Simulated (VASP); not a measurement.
# Rb2LiNbF6 (Fm-3m) in VASP: further runs, part 2 of 2

VASP 6.6.1.

**3. Relaxation of cell and atoms, LDA**

This run uses another cell than the first one, of 15.59 Å³/atom.

Input file INCAR:

```
SYSTEM = Rb2LiNbF6
ALGO = Normal ; EDIFF = 1E-6
EDIFFG = -0.02 ; ENCUT = 600
IBRION = 2 ; ISIF = 3
ISMEAR = 1 ; LASPH = .TRUE.
LCHARG = .FALSE. ; LREAL = .FALSE.
LWAVE = .FALSE. ; NELM = 100
NSW = 80 ; PREC = Accurate
SIGMA = 0.1
```

Input file KPOINTS:

```
k-points
0
G
  5 5 5
  0 0 0
```

Input file POSCAR:

```
Rb2LiNbF6
1.0
    6.0408830000      0.0000000000      0.0000000000
    3.0204415000      5.2315581393      0.0000000000
    3.0204415000      1.7438527131      4.9323603153
Rb Li Nb F
2 1 1 6
Direct
    0.2500000000      0.2500000000      0.2500000000
    0.7500000000      0.7500000000      0.7500000000
    0.5000000000      0.5000000000      0.5000000000
    0.0000000000      0.0000000000      0.0000000000
    0.2482230000      0.2482230000      0.7517770000
    0.2482230000      0.7517770000      0.7517770000
    0.7517770000      0.7517770000      0.2482230000
    0.2482230000      0.7517770000      0.2482230000
    0.7517770000      0.2482230000      0.7517770000
    0.7517770000      0.2482230000      0.2482230000
```

Potentials or basis: VASP PAW LDA potentials, release 64 (Rb_sv, Li_sv, Nb_sv, F).

The run is started by

```console
> cat potpaw_LDA.64/Rb_sv/POTCAR potpaw_LDA.64/Li_sv/POTCAR potpaw_LDA.64/Nb_sv/POTCAR potpaw_LDA.64/F/POTCAR > POTCAR
> mpirun -np 1 vasp_std > vasp.out
```

OUTCAR:

```text
SYSTEM = Rb2LiNbF6
   EDIFF = 1E-6
   EDIFFG = -0.02
   ENCUT = 600
   IBRION = 2
   ISIF = 3
   ISMEAR = 1
   LASPH = .TRUE.
   LREAL = .FALSE.
   NELM = 100
   NSW = 80
   PREC = Accurate

 ion  position               nearest neighbor table
   1  0.250  0.250  0.250-  10 3.02  10 3.02   8 3.02   7 3.02   7 3.02   8 3.02   9 3.02   5 3.02
                             9 3.02   5 3.02   6 3.02   6 3.02   4 3.70   3 3.70   3 3.70   4 3.70
   2  0.750  0.750  0.750-   6 3.02   6 3.02   5 3.02   9 3.02   5 3.02   9 3.02   7 3.02   8 3.02
                             8 3.02   7 3.02  10 3.02  10 3.02   4 3.70   3 3.70   4 3.70   3 3.70
   3  0.500  0.500  0.500-   5 2.15   7 2.15   8 2.15   9 2.15   6 2.15  10 2.15   1 3.70   2 3.70
                             2 3.70   1 3.70   2 3.70   1 3.70   1 3.70   2 3.70
   4  0.000  0.000  0.000-   5 2.12   7 2.12   8 2.12   9 2.12   6 2.12  10 2.12   2 3.70   1 3.70
                             2 3.70   1 3.70   1 3.70   2 3.70   2 3.70   1 3.70
   5  0.248  0.248  0.752-   4 2.12   3 2.15   2 3.02   2 3.02   1 3.02   1 3.02
   6  0.248  0.752  0.752-   4 2.12   3 2.15   2 3.02   2 3.02   1 3.02   1 3.02
   7  0.752  0.752  0.248-   4 2.12   3 2.15   1 3.02   1 3.02   2 3.02   2 3.02
   8  0.248  0.752  0.248-   4 2.12   3 2.15   1 3.02   1 3.02   2 3.02   2 3.02
   9  0.752  0.248  0.752-   4 2.12   3 2.15   2 3.02   2 3.02   1 3.02   1 3.02
  10  0.752  0.248  0.248-   4 2.12   3 2.15   1 3.02   1 3.02   2 3.02   2 3.02

  LATTYP: Found a face centered cubic cell.
 ALAT       =     8.5430986673

  Lattice vectors:

 A1 = (   6.0408830000,   0.0000000000,   0.0000000000)
 A2 = (   3.0204415000,   5.2315581393,   0.0000000000)
 A3 = (   3.0204415000,   1.7438527131,   4.9323603153)

Analysis of symmetry for initial positions (statically):
=====================================================================
[... 167 lines left out ...]

 Free energy of the ion-electron system (eV)
  ---------------------------------------------------
  ext. energy  EPLUGINS =         0.00000000
  ---------------------------------------------------
  free energy    TOTEN  =       -56.84902638 eV

  energy without entropy =      -56.80262908  energy(sigma->0) =      -56.83356061

 E-fermi :   3.8317     XC(G=0):  -9.8758

 val. band max:        3.8307435606   @ k =  -0.2000   0.2000   0.0000
 cond. band min:       3.8336610810   @ k =  -0.2000   0.2000   0.0000
 fundamental gap:      0.0029175204
 Fermi energy:         3.8316505129

 k-point     1 :       0.0000    0.0000    0.0000
  band No.  band energies     occupation
      1     -52.7766      2.00000
      2     -42.2663      2.00000
      3     -29.1600      2.00000
      4     -29.1600      2.00000
      5     -29.1600      2.00000
      6     -24.1228      2.00000
[... 820 lines left out ...]
--------------------------------------- Ionic step        9  -------------------------------------------

 number of electron      76.0000000 magnetization

 Free energy of the ion-electron system (eV)
  ---------------------------------------------------
  ext. energy  EPLUGINS =         0.00000000
  ---------------------------------------------------
  free energy    TOTEN  =       -57.41336953 eV

  energy without entropy =      -57.38540320  energy(sigma->0) =      -57.40404742

 E-fermi :   5.1392     XC(G=0): -10.6577

 val. band max:        5.1371457666   @ k =  -0.4000   0.4000  -0.0000
 cond. band min:       5.1434426928   @ k =   0.4000   0.0000   0.0000
 fundamental gap:      0.0062969263
 Fermi energy:         5.1392377489

 k-point     1 :       0.0000    0.0000    0.0000
  band No.  band energies     occupation
      1     -51.4444      2.00000
      2     -40.6727      2.00000
      3     -27.9912      2.00000
      4     -27.9912      2.00000
      5     -27.9912      2.00000
      6     -23.0297      2.00000
[... 506 lines left out ...]
  FREE ENERGIE OF THE ION-ELECTRON SYSTEM (eV)
  ---------------------------------------------------
  free  energy   TOTEN  =       -57.4133695340 eV

  energy  without entropy=      -57.3854032005  energy(sigma->0) =      -57.40404742

 reached required accuracy - stopping structural energy minimisation
```

CONTCAR:

```text
Rb2LiNbF6
   1.00000000000000
     5.7409711283721236    0.0000000000000000   -0.0000000000000000
     2.8704855641860618    4.9718268395721896   -0.0000000000000000
     2.8704855641860618    1.6572756131907296    4.6874832975339205
  Rb              Li              Nb              F
     2     1     1     6
Direct
     0.2500000000000000    0.2500000000000000    0.2500000000000000
     0.7500000000000000    0.7500000000000000    0.7500000000000000
     0.5000000000000000    0.5000000000000000    0.5000000000000000
     0.0000000000000000    0.0000000000000000    0.0000000000000000
     0.2528702876778606    0.2528702876778607    0.7471297123221391
     0.2528702876778607    0.7471297123221393    0.7471297123221391
     0.7471297123221393    0.7471297123221393    0.2528702876778607
     0.2528702876778605    0.7471297123221393    0.2528702876778607
     0.7471297123221395    0.2528702876778607    0.7471297123221391
     0.7471297123221393    0.2528702876778606    0.2528702876778607

  0.00000000E+00  0.00000000E+00  0.00000000E+00
  0.00000000E+00  0.00000000E+00  0.00000000E+00
  0.00000000E+00  0.00000000E+00  0.00000000E+00
  0.00000000E+00  0.00000000E+00  0.00000000E+00
  0.00000000E+00  0.00000000E+00  0.00000000E+00
  0.00000000E+00  0.00000000E+00  0.00000000E+00
  0.00000000E+00  0.00000000E+00  0.00000000E+00
  0.00000000E+00  0.00000000E+00  0.00000000E+00
  0.00000000E+00  0.00000000E+00  0.00000000E+00
  0.00000000E+00  0.00000000E+00  0.00000000E+00
```

Wall time 5.2 min (1 thread of AMD EPYC 9R45 (Zen 5), shared host); peak memory 0.29 GiB.

Results:

| Property | Result |
| --- | --- |
| Free energy | -57.4134 eV |
| Relaxed volume | 13.38 Å³/atom |
| Relaxed cell | a = 5.741 Å, b = 5.741 Å, c = 5.741 Å, α = 60.00°, β = 60.00°, γ = 60.00° |
| Space group after relaxing (to 0.1 Å) | Fm-3m (No. 225) |
| Energy gained by relaxing | 56.4 meV/atom |
| Ionic steps | 9 |
| Pressure after relaxing | 0.0 GPa |
| Largest force after relaxing | 0.011 eV/Å |
| Band gap on the k mesh | zero (bands 38 and 39 overlap by 0.16 eV) |

Forces in eV/Å, atoms in the order of the input:
```
Rb   0.000  0.000  0.000
Rb   0.000  0.000  0.000
Li   0.000  0.000  0.000
Nb   0.000  0.000  0.000
F   -0.007 -0.004  0.006
F    0.000  0.009  0.006
F    0.007  0.004 -0.006
F   -0.007  0.004 -0.006
F    0.007 -0.004  0.006
F    0.000 -0.009 -0.006
```

The path:
| step | energy change (eV) | largest force (eV/Å) | pressure (GPa) | volume (Å³) |
| --- | --- | --- | --- | --- |
| 1 | 0.0000 | 0.6229 | -8.05 | 155.88 |
| 2 | -0.3850 | 1.0322 | 1.59 | 138.87 |
| 3 | -0.4214 | 0.6006 | -1.05 | 142.38 |
| 4 | -0.5127 | 0.3792 | -0.66 | 138.72 |
| 5 | -0.5636 | 0.0128 | 0.36 | 133.21 |
| 6 | -0.5640 | 0.0436 | 0.27 | 133.63 |
| 7 | -0.5639 | 0.0312 | 0.32 | 133.46 |
| 8 | -0.5640 | 0.0495 | -0.25 | 134.11 |
| 9 | -0.5643 | 0.0106 | 0.02 | 133.80 |

Final structure:
```
CELL_PARAMETERS angstrom
5.74097 0.00000 0.00000
2.87049 4.97183 0.00000
2.87049 1.65728 4.68748
ATOMIC_POSITIONS crystal
Rb 0.25000 0.25000 0.25000
Rb 0.75000 0.75000 0.75000
Li 0.50000 0.50000 0.50000
Nb 0.00000 0.00000 0.00000
F 0.25287 0.25287 0.74713
F 0.25287 0.74713 0.74713
F 0.74713 0.74713 0.25287
F 0.25287 0.74713 0.25287
F 0.74713 0.25287 0.74713
F 0.74713 0.25287 0.25287
```

Caveat: the cutoff is under 1.25 times the usual one of these potentials, so pressure, stress and relaxed cells hold a basis-set (Pulay) error.
